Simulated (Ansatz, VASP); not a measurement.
**One calculation of Au, two programs**

File INCAR:

```
SYSTEM = Au
ALGO = Normal ; EDIFF = 1E-6
ENCUT = 520 ; ISIF = 2
ISMEAR = -1 ; LASPH = .True.
LCHARG = .False. ; LREAL = .False.
LWAVE = .False. ; NBANDS = 12
NELM = 100 ; PREC = Accurate
SIGMA = 0.1
```

KPOINTS

```
k-points
0
Gamma
  22 22 22
  0 0 0
```

POSCAR

```
Au
1.0
    0.0000000000      2.0495832488      2.0495832488
    2.0495832488      0.0000000000      2.0495832488
    2.0495832488      2.0495832488      0.0000000000
Au
1
Direct
    0.0000000000      0.0000000000      0.0000000000
```

Input for Ansatz:

```yaml
crystal:
  lattice:
    - [0.0, 2.0495832488, 2.0495832488]
    - [2.0495832488, 0.0, 2.0495832488]
    - [2.0495832488, 2.0495832488, 0.0]
  atoms:
    - { symbol: Au, position: [0.0, 0.0, 0.0] }
hamiltonian:
  xc: lda
  pseudopotentials:
    kind: paw
    azcp:
      Au: "pseudopotentials/Au.paw.azcp"
basis:
  ecutwfc: 420
  fft_grid_basis: typed
kpoints:
  mp_grid: { grid: [22, 22, 22], shift: [0, 0, 0] }
magnetization:
  spin_polarized: false
scf:
  occupations: { method: fermi_dirac, width: 0.1 }
output:
  stress: true
```

Alike in both runs: task single point; functional LDA; k mesh 22 × 22 × 22; occupations fermi-dirac, width 0.1 eV; no spin polarisation.

```csv
,VASP,Ansatz
version,VASP 6.6.1,Ansatz 0.2.0
potentials or method,"VASP PAW LDA potentials, release 64 (Au), cutoff 520 eV","plane waves (420 eV) with PAW, scalar-relativistic"
valence electrons in the cell,11,19
```

VASP gave:

| Property | Result |
| --- | --- |
| pressure (GPa) | -6.2 |

Question: Estimate Ansatz's values.

Answer: Pressure (GPa): -6.6.

Ansatz warns that its potentials were made for another functional, while VASP's fit it. LDA's correlation is that of Perdew and Zunger in VASP and of Perdew and Wang (1992) in Ansatz. VASP's potentials hold 11 valence electrons a cell and Ansatz's 19, so a difference there can come from the potentials and not from the codes.

Neither program's run includes spin-orbit coupling.
